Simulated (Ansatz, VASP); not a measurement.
**One calculation of Os3Au, two programs**

```xyz
4
Lattice="2.7756 0.0000 0.0000 0.0000 3.8994 0.0000 0.0000 0.0000 5.5733" Properties=species:S:1:pos:R:3 pbc="T T T"
Os    0.0000    0.0000    2.7867
Os    1.3878    1.9497    4.0790
Os    1.3878    1.9497    1.4943
Au    0.0000    0.0000    0.0000
```

Change from the starting cell: species swapped into the Mn3Fe type (Pmmm, No. 47).

Alike in both runs: functional PBE; k mesh 7 × 5 × 4; occupations gaussian, width 0.2 eV; no spin polarisation.

Ansatz relaxed the structure, and its values are those at the end. VASP's run is a single point on that final structure, the one shown.

|  | VASP | Ansatz |
| --- | --- | --- |
| version | VASP 6.6.1 | Ansatz 0.2.0 |
| potentials or method | VASP PAW PBE potentials, release 64 (Os, Au), cutoff 520 eV | scalar-relativistic, plane waves, PAW |
| valence electrons in the cell | 35 | 67 |

VASP gave:

| Property | Result |
| --- | --- |
| gap on the k mesh at the Fermi level (eV) | none |
| pressure (GPa) | -0.1 |
| rms of the force components (eV/Å) | 0.001 |

Problem. Which values does Ansatz return?

Solution. gap on the k mesh at the Fermi level (eV): none; pressure (GPa): 0.2; rms of the force components (eV/Å): 0.003.

A gap of «none» marks a metal or a gap that the smearing closes. With one functional, cell and mesh, what is left measures potentials, basis and numerics. VASP's potentials hold 35 valence electrons a cell and Ansatz's 67, so a difference there can come from the potentials and not from the codes.

Spin-orbit coupling is off throughout.
